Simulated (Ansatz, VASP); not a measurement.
CrAgO2 in VASP and in Ansatz

```
Cr Ag O
1.0
     1.49250    0.86170    6.17000
    -1.49250    0.86170    6.17000
     0.00000   -1.72339    6.17000
Cr Ag O
1 1 2
Direct
  0.50000 0.50000 0.50000
  0.00000 0.00000 0.00000
  0.11190 0.11190 0.11190
  0.88810 0.88810 0.88810
```

Alike in both runs: task single point; functional LDA; k mesh 7 × 7 × 7; occupations gaussian, width 0.05 eV; collinear spin; Hubbard terms Cr d U = 1.0 eV.

|  | VASP | Ansatz |
| --- | --- | --- |
| version | VASP 6.6.1 | Ansatz 0.2.0 |
| potentials or method | VASP PAW LDA potentials, release 64 (Cr_pv, Ag, O), cutoff 520 eV | scalar-relativistic, plane waves, PAW |
| valence electrons in the cell | 35 | 45 |

```csv
,VASP,Ansatz,Ansatz less VASP
gap on the k mesh at the Fermi level (eV),0.75,0.77,+0.024
least direct gap on the mesh (eV),1.09,1.11,+0.024
pressure (GPa),-8.3,-9.0,-0.70
"traceless stress, the component that is largest in VASP (GPa)",-0.77,-0.84,-0.077
rms of the force components (eV/Å),0.229,0.261,+0.0320
net moment per atom (μB),0.75,0.75,0.000
size of the moment on the site where the two differ most (μB),2.83,2.42,-0.411
```

LDA's correlation is that of Perdew and Zunger in VASP and of Perdew and Wang (1992) in Ansatz. Site moments also hang on the region over which each program counts them. The programs project onto different local orbitals, so the same U acts differently, and such runs can settle in different states. Atom by atom the forces differ by 0.032 eV/Å (rms over components). VASP's potentials hold 35 valence electrons a cell and Ansatz's 45, so a difference there can come from the potentials and not from the codes.
